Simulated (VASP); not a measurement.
A run of VASP 6.6.1:

File INCAR:

```
ALGO = Normal
EDIFF = 1E-7
ENCUT = 520
GGA = PS
ISIF = 2
ISMEAR = -1
LASPH = True
LCHARG = False
LREAL = False
LWAVE = False
NBANDS = 13
NELM = 60
PREC = Accurate
SIGMA = 0.08
```

File KPOINTS:

```
k-points
0
Gamma
  16 16 16
```

The input POSCAR:

```
AlIr
1.0
    2.9361606302      0.0000000000      0.0000000000
    0.0000000000      2.9361606302      0.0000000000
    0.0000000000      0.0000000000      2.9361606302
Al Ir
1 1
Direct
    0.0000000000      0.0000000000      0.0000000000
    0.5000000000      0.5000000000      0.5000000000
```

Potentials or basis: VASP PAW PBE potentials, release 64 (Al, Ir).

The run is started by

```console
$ cat potpaw_PBE.64/Al/POTCAR potpaw_PBE.64/Ir/POTCAR > POTCAR
$ mpirun -np 1 vasp_std > vasp.out
```

Hardware: 1 thread of Intel(R) Xeon(R) Platinum 8559C (Emerald Rapids), with other jobs on the host.

**Question.** How long does it take, and how much memory?

**Answer.** Run time: 16 s on 1 thread of Intel(R) Xeon(R) Platinum 8559C (Emerald Rapids) (shared host), peak memory 0.18 GiB. Counts: scf iterations 13, k points 165.
